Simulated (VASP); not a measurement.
The system is TaSi2.

```xyz
9
Lattice="4.7838 0.0000 0.0000 -2.3919 4.1429 0.0000 0.0000 0.0000 6.5528" Properties=species:S:1:pos:R:3 pbc="T T T"
Ta   -1.1959    2.0714    2.1843
Ta    1.1959    2.0714    4.3685
Ta    2.3919    0.0000    0.0000
Si    2.3919    2.8305    0.0000
Si   -1.2553    3.4867    4.3685
Si    1.2553    3.4867    2.1843
Si    0.0000    1.3124    0.0000
Si    3.6472    0.6562    4.3685
Si    1.1366    0.6562    2.1843
```

* Program: VASP 6.6.1
* Task: relaxation of cell and atoms
* Functional: LDA
* Potentials or basis: VASP PAW LDA potentials, release 64 (Ta_pv, Si)
* Cutoff: 600 eV
* k mesh: 9 × 9 × 6
* Occupations: gaussian, width 0.1 eV
* Spin: no spin polarisation

At the start: pressure -4.5 GPa; volume 14.43 Å³/atom.

Q: How do energy, volume and symmetry change on relaxing?

A: Over 10 steps the energy falls by 5.2 meV/atom and the volume is 14.09 Å³/atom (-2.3 %); space group P6_422 (No. 181, to 0.1 Å) before and after.

Step by step:
```
step  energy change (eV)  largest force (eV/Å)  pressure (GPa)  volume (Å³)
   1              0.0000                0.0841           -4.50       129.87
   2              0.0605                0.0388            7.84       122.41
   3             -0.0439                0.0676            0.00       126.88
   4             -0.0439                0.0673            0.11       126.82
   5             -0.0461                0.0413            0.06       126.77
   6             -0.0461                0.0415            0.06       126.77
   7             -0.0465                0.0094           -0.05       126.85
   8             -0.0465                0.0023           -0.08       126.86
   9             -0.0465                0.0020            0.11       126.76
  10             -0.0465                0.0007            0.00       126.82
```

Final structure:
```cif
data_structure
_symmetry_space_group_name_H-M 'P 1'
_symmetry_Int_Tables_number 1
_cell_length_a 4.7377
_cell_length_b 4.7377
_cell_length_c 6.5242
_cell_angle_alpha 90.000
_cell_angle_beta 90.000
_cell_angle_gamma 120.000
_cell_volume 126.82
loop_
_atom_site_label
_atom_site_type_symbol
_atom_site_fract_x
_atom_site_fract_y
_atom_site_fract_z
_atom_site_occupancy
Ta1 Ta 0.00000 0.50000 0.33333 1
Ta2 Ta 0.50000 0.50000 0.66667 1
Ta3 Ta 0.50000 0.00000 0.00000 1
Si1 Si 0.84072 0.68144 0.00000 1
Si2 Si 0.15928 0.84072 0.66667 1
Si3 Si 0.68144 0.84072 0.33333 1
Si4 Si 0.15928 0.31856 0.00000 1
Si5 Si 0.84072 0.15928 0.66667 1
Si6 Si 0.31856 0.15928 0.33333 1
```

Caveat: an odd number of electrons without spin polarisation forces a metal; a magnetic or distorted state may lie lower.
